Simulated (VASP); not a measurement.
# MoS2 (P6_3/mmc) in VASP: a series of runs

Runs on MoS2. Level: PBE. Tasks: single point.

Program: VASP 6.6.1. These are calculated values, not measurements. Logs are shortened: lines on timing, memory, paths and dates and some standing lists are left out, and cuts for length are marked.

**1. The cell of the first run**

Symmetry: P6_3/mmc, No. 194, hexagonal system. Conventional cell: a = 3.211 Å, b = 3.211 Å, c = 12.486 Å, α = 90.00°, β = 90.00°, γ = 120.00°. Within 3.2 Å of Mo (site symmetry -6m2) lie 6 S at 2.44 Å. S (site symmetry 3m) has 3 Mo at 2.44 Å and 1 S at 3.17 Å within 3.2 Å.

**2. Single point, PBE**

INCAR

```
SYSTEM = MoS2
ALGO     = Normal         ! electronic algorithm
EDIFF    = 1E-6           ! SCF threshold, eV
ENCUT    = 520            ! plane-wave cutoff, eV
GGA      = PE             ! functional
ISIF     = 2              ! what is computed and relaxed
ISMEAR   = 1              ! smearing method
LASPH    = .TRUE.         ! aspherical terms in the spheres
LCHARG   = .TRUE.         ! write CHGCAR
LELF     = .TRUE.         ! ELF
LREAL    = .FALSE.        ! projectors in reciprocal space
LVHAR    = .TRUE.       
LWAVE    = .FALSE.        ! write WAVECAR
NBANDS   = 35             ! bands
NELM     = 100            ! most SCF steps
PREC     = Accurate       ! precision mode
SIGMA    = 0.15           ! smearing width, eV
```

KPOINTS

```
k-points
0
G
  8 8 2
  0 0 0
```

POSCAR

```
MoS2
1.0
    3.2107021507      0.0000000000      0.0000000000
   -1.6053510754      2.7805501284      0.0000000000
    0.0000000000      0.0000000000     12.4861764927
Mo S
2 4
Direct
    0.3333333333      0.6666666667      0.2500000000
    0.6666666667      0.3333333333      0.7500000000
    0.3333333333      0.6666666667      0.6230000000
    0.6666666667      0.3333333333      0.1230000000
    0.3333333333      0.6666666667      0.8770000000
    0.6666666667      0.3333333333      0.3770000000
```

Potentials or basis: VASP PAW PBE potentials, release 64 (Mo_sv, S).

Launch:

```
> cat potpaw_PBE.64/Mo_sv/POTCAR potpaw_PBE.64/S/POTCAR > POTCAR
> mpirun -np 1 vasp_std > vasp.out
```

OUTCAR:

```text
SYSTEM = MoS2
   EDIFF = 1E-6
   ENCUT = 520
   GGA = PE
   ISIF = 2
   ISMEAR = 1
   LASPH = .TRUE.
   LREAL = .FALSE.
   NELM = 100
   PREC = Accurate

 ion  position               nearest neighbor table
   1  0.333  0.667  0.250-   4 2.44   6 2.44   4 2.44   6 2.44   4 2.44   6 2.44
   2  0.667  0.333  0.750-   3 2.44   5 2.44   3 2.44   5 2.44   3 2.44   5 2.44
   3  0.333  0.667  0.623-   2 2.44   2 2.44   2 2.44
   4  0.667  0.333  0.123-   1 2.44   1 2.44   1 2.44
   5  0.333  0.667  0.877-   2 2.44   2 2.44   2 2.44
   6  0.667  0.333  0.377-   1 2.44   1 2.44   1 2.44

  LATTYP: Found a hexagonal cell.
 ALAT       =     3.2107021507
 C/A-ratio  =     3.8889239508

  Lattice vectors:

 A1 = (   3.2107021507,   0.0000000000,   0.0000000000)
 A2 = (  -1.6053510754,   2.7805501284,   0.0000000000)
 A3 = (   0.0000000000,   0.0000000000,  12.4861764927)

Analysis of symmetry for initial positions (statically):
=====================================================================
 Subroutine PRICEL returns:
 Original cell was already a primitive cell.

 Routine SETGRP: Setting up the symmetry group for a
 hexagonal supercell.

 Subroutine GETGRP returns: Found 24 space group operations
 (whereof 12 operations were pure point group operations)
 out of a pool of 24 trial point group operations.

The static configuration has the point symmetry D_3d.
 The point group associated with its full space group is D_6h.

Analysis of symmetry for dynamics (positions and initial velocities):
=====================================================================
 Subroutine PRICEL returns:
 Original cell was already a primitive cell.

 Routine SETGRP: Setting up the symmetry group for a
 hexagonal supercell.

 Subroutine GETGRP returns: Found 24 space group operations
 (whereof 12 operations were pure point group operations)
 out of a pool of 24 trial point group operations.

The dynamic configuration has the point symmetry D_3d.
 The point group associated with its full space group is D_6h.

 Subroutine INISYM returns: Found 24 space group operations
 (whereof 12 operations are pure point group operations),
 and found     1 'primitive' translations

----------------------------------------------------------------------------------------

                                     Primitive cell

  volume of cell :     111.4706

  direct lattice vectors                    reciprocal lattice vectors
     3.210702151  0.000000000  0.000000000     0.311458352  0.179820531  0.000000000
    -1.605351075  2.780550128  0.000000000     0.000000000  0.359641062  0.000000000
     0.000000000  0.000000000 12.486176493     0.000000000  0.000000000  0.080088568

  length of vectors
     3.210702151  3.210702585 12.486176493     0.359641110  0.359641062  0.080088568

  position of ions in fractional coordinates (direct lattice)
     0.333333333  0.666666667  0.250000000
     0.666666667  0.333333333  0.750000000
     0.333333333  0.666666667  0.623000000
     0.666666667  0.333333333  0.123000000
     0.333333333  0.666666667  0.877000000
     0.666666667  0.333333333  0.377000000

  ion indices of the primitive-cell ions
   primitive index   ion index
                 1           1
                 2           2
                 3           3
                 4           4
                 5           5
                 6           6

----------------------------------------------------------------------------------------

 KPOINTS: k-points

Automatic generation of k-mesh.
 Grid dimensions read from file:
 generate k-points for:    8    8    2

 Generating k-lattice:

  Cartesian coordinates                     Fractional coordinates (reciprocal lattice)
     0.038932294  0.022477566  0.000000000     0.125000000  0.000000000  0.000000000
     0.000000000  0.044955133  0.000000000     0.000000000  0.125000000  0.000000000
     0.000000000  0.000000000  0.040044284     0.000000000  0.000000000  0.500000000

  Length of vectors
     0.044955139  0.044955133  0.040044284

  Shift w.r.t. Gamma in fractional coordinates (k-lattice)
     0.000000000  0.000000000  0.000000000

 Subroutine IBZKPT returns following result:
 ===========================================

 Found     20 irreducible k-points:

 Following reciprocal coordinates:
            Coordinates               Weight
  0.000000  0.000000  0.000000      1.000000
  0.125000  0.000000  0.000000      6.000000
  0.250000  0.000000  0.000000      6.000000
  0.375000  0.000000  0.000000      6.000000
  0.500000  0.000000  0.000000      3.000000
  0.125000  0.125000  0.000000      6.000000
[... 12 lines left out ...]
  0.250000  0.250000  0.500000      6.000000
  0.375000  0.250000  0.500000      6.000000
   k-points           NKPTS =     20   k-points in BZ     NKDIM =     20   number of bands    NBANDS=     35
   number of dos      NEDOS =    301   number of ions     NIONS =      6
   total plane-waves  NPLWV =  55296
   dimension x,y,z NGX =    24 NGY =   24 NGZ =   96
   dimension x,y,z NGXF=    48 NGYF=   48 NGZF=  192
   ions per type =               2   4
   NGX,Y,Z   is equivalent  to a cutoff of  12.43, 12.43, 12.78 a.u.
   NGXF,Y,Z  is equivalent  to a cutoff of  24.85, 24.85, 25.56 a.u.
 SYSTEM =  MoS2
   PREC   = accura    normal or accurate (medium, high low for compatibility)
   ISTART =      0    job   : 0-new  1-cont  2-samecut
   ICHARG =      2    charge: 1-file 2-atom 10-const
   ISPIN  =      1    spin polarized calculation?
   LNONCOLLINEAR =      F non collinear calculations
   LSORBIT =      F    spin-orbit coupling
   LASPH  =      T    aspherical Exc in radial PAW
   ENCUT  =  520.0 eV  38.22 Ry    6.18 a.u.   5.97  5.97 23.22*2*pi/ulx,y,z
   NELM   =    100;   NELMIN=  2; NELMDL= -5     # of ELM steps
   EDIFF  = 0.1E-05   stopping-criterion for ELM
   LREAL  =      F    real-space projection
   EDIFFG = 0.1E-04   stopping-criterion for IOM
   NSW    =      0    number of steps for IOM
   IBRION =     -1    ionic relax: 0-MD 1-quasi-New 2-CG
   NFREE  =      0    steps in history (QN), initial steepest desc. (CG)
   ISIF   =      2    stress and relaxation
   ISYM   =      2    0-nonsym 1-usesym 2-fastsym
   POTIM  = 0.5000    time-step for ionic-motion
   TEBEG  =    0.0;   TEEND  =   0.0 temperature during run
   PSTRESS=    0.0 pullay stress
   NELECT =      52.0000    total number of electrons
   NUPDOWN=      -1.0000    fix difference up-down
   EMIN   =  10.00;   EMAX   =-10.00  energy-range for DOS
   EFERMI =   0.00;   METHOD = LEGACY
   ISMEAR =     1;   SIGMA  =   0.15  broadening in eV -4-tet -1-fermi 0-gaus
   EFERMI_NEDOS =   21; number of points for ismear=-14 and -15
   IALGO  =     38    algorithm
   IMIX   =      4    mixing-type and parameters
     AMIX     =   0.40;   BMIX     =  1.00
     AMIX_MAG =   1.60;   BMIX_MAG =  1.00
  volume/ion in A,a.u.               =      18.58       125.37
  Fermi-wavevector in a.u.,A,eV,Ry     =   1.269665  2.399319 21.933267  1.612050
  Thomas-Fermi vector in A             =   2.402694
   LORBIT       =      0    0 simple, 1 ext, 2 COOP (PROOUT), +10 PAW based schemes
   GGA     = PE    functional components
   LHFCALC =     F    Hartree Fock is set to
   AEXX    =    0.0000 exact exchange contribution
   IVDW    =     0    specifies the selected vdW correction
   LEPSILON=     F    determine dielectric tensor
   LRPA    =     F    only Hartree local field effects (RPA)
 non-spin polarized calculation
 Methfessel and Paxton  Order N= 1 SIGMA  =   0.15
  energy-cutoff  :      520.00
  volume of cell :      111.47
 maximum number of plane-waves:      3046
 NGX is ok and might be reduce to    24
   NGX = 11   NGY = 11   NGZ = 47

 number of electron      51.9999998 magnetization

 Free energy of the ion-electron system (eV)
  ---------------------------------------------------
  ext. energy  EPLUGINS =         0.00000000
  ---------------------------------------------------
  free energy    TOTEN  =       -43.58956882 eV

  energy without entropy =      -43.58965015  energy(sigma->0) =      -43.58959593

 E-fermi :   7.0734     XC(G=0): -10.6242

 val. band max:        6.9492592015   @ k =   0.0000   0.0000   0.0000
 cond. band min:       7.9639291717   @ k =   0.2500   0.1250   0.0000
 fundamental gap:      1.0146699702
 Fermi energy:         7.0734423205

 k-point     1 :       0.0000    0.0000    0.0000
  band No.  band energies     occupation
      1     -54.5508      2.00000
      2     -54.5508      2.00000
      3     -28.6641      2.00000
      4     -28.6640      2.00000
      5     -28.4850      2.00000
      6     -28.4850      2.00000
[... 27 lines left out ...]
     34       9.2828     -0.00000
     35      12.3538      0.00000

 k-point     2 :       0.1250    0.0000    0.0000
  band No.  band energies     occupation
      1     -54.5460      2.00000
      2     -54.5460      2.00000
      3     -28.6545      2.00000
      4     -28.6544      2.00000
      5     -28.5347      2.00000
      6     -28.5347      2.00000
[... 27 lines left out ...]
     34       9.4096     -0.00000
     35      13.3307      0.00000

 k-point     3 :       0.2500    0.0000    0.0000
  band No.  band energies     occupation
      1     -54.5344      2.00000
      2     -54.5344      2.00000
      3     -28.6530      2.00000
      4     -28.6530      2.00000
      5     -28.6314      2.00000
      6     -28.6313      2.00000
[... 27 lines left out ...]
     34      10.0716     -0.00000
     35      14.2031      0.00000
[... 571 lines left out ...]
 k-point    19 :       0.2500    0.2500    0.5000
  band No.  band energies     occupation
      1     -54.5180      2.00000
      2     -54.5180      2.00000
      3     -28.7555      2.00000
      4     -28.7555      2.00000
      5     -28.6255      2.00000
      6     -28.6255      2.00000
[... 27 lines left out ...]
     34      10.7567      0.00000
     35      13.8297      0.00000

 k-point    20 :       0.3750    0.2500    0.5000
  band No.  band energies     occupation
      1     -54.5146      2.00000
      2     -54.5146      2.00000
      3     -28.7594      2.00000
      4     -28.7594      2.00000
      5     -28.6638      2.00000
      6     -28.6638      2.00000
[... 27 lines left out ...]
     34      10.8491      0.00000
     35      13.3879      0.00000

------------------------ aborting loop because EDIFF is reached ----------------------------------------

  FORCE on cell =-STRESS in cart. coord.  units (eV):
  Direction    XX          YY          ZZ          XY          YZ          ZX
  --------------------------------------------------------------------------------------
  -------------------------------------------------------------------------------------
  Total       -2.4421728     -2.4421736     -2.6305145      0.0000000      0.0000000      0.0000000
  in kB      -35.1015868    -35.1015994    -37.8086413      0.0000000      0.0000000      0.0000000
  external PRESSURE =     -36.0039425 kB  Pullay stress =       0.0000000 kB

 VOLUME and BASIS-vectors are now :
 -----------------------------------------------------------------------------
  energy-cutoff  :      520.00
  volume of cell :      111.47
      direct lattice vectors                 reciprocal lattice vectors
     3.210702151  0.000000000  0.000000000     0.311458352  0.179820531  0.000000000
    -1.605351075  2.780550128  0.000000000     0.000000000  0.359641062  0.000000000
     0.000000000  0.000000000 12.486176493     0.000000000  0.000000000  0.080088568

 POSITION                                       TOTAL-FORCE (eV/Angst)
 -----------------------------------------------------------------------------------
     -0.00000      1.85370      3.12154         0.000000     -0.000000      0.000000
      1.60535      0.92685      9.36463        -0.000000      0.000000      0.000000
     -0.00000      1.85370      7.77889        -0.000000     -0.000000      0.661391
      1.60535      0.92685      1.53580         0.000000      0.000000      0.661391
     -0.00000      1.85370     10.95038        -0.000000     -0.000000     -0.661391
      1.60535      0.92685      4.70729         0.000000      0.000000     -0.661391
 -----------------------------------------------------------------------------------
    total drift:                               -0.000000      0.000000     -0.000000

  FREE ENERGIE OF THE ION-ELECTRON SYSTEM (eV)
  ---------------------------------------------------
  free  energy   TOTEN  =       -43.5895688214 eV

  energy  without entropy=      -43.5896501531  energy(sigma->0) =      -43.58959593
```

Wall time 62 s (1 thread of Intel Xeon Platinum 8175M at 2.50GHz (Skylake/Cascade Lake), shared host); peak memory 0.25 GiB.

Results:

| Property | Result |
| --- | --- |
| Free energy | -43.5896 eV |
| Pressure | -3.6 GPa |
| Largest force | 0.661 eV/Å |
| Band gap on the k mesh | 1.01 eV, indirect (least direct gap 1.83 eV) |

Forces in eV/Å, atoms in the order of the input:
```
Mo   0.000  0.000  0.000
Mo   0.000  0.000  0.000
S    0.000  0.000  0.661
S    0.000  0.000  0.661
S    0.000  0.000 -0.661
S    0.000  0.000 -0.661
```

Caveat: this functional lacks dispersion, which binds the layers, so the pressure and a relaxed spacing across them are unreliable. A k mesh can miss the band edges.

(Part 1 of 2 ends here.)
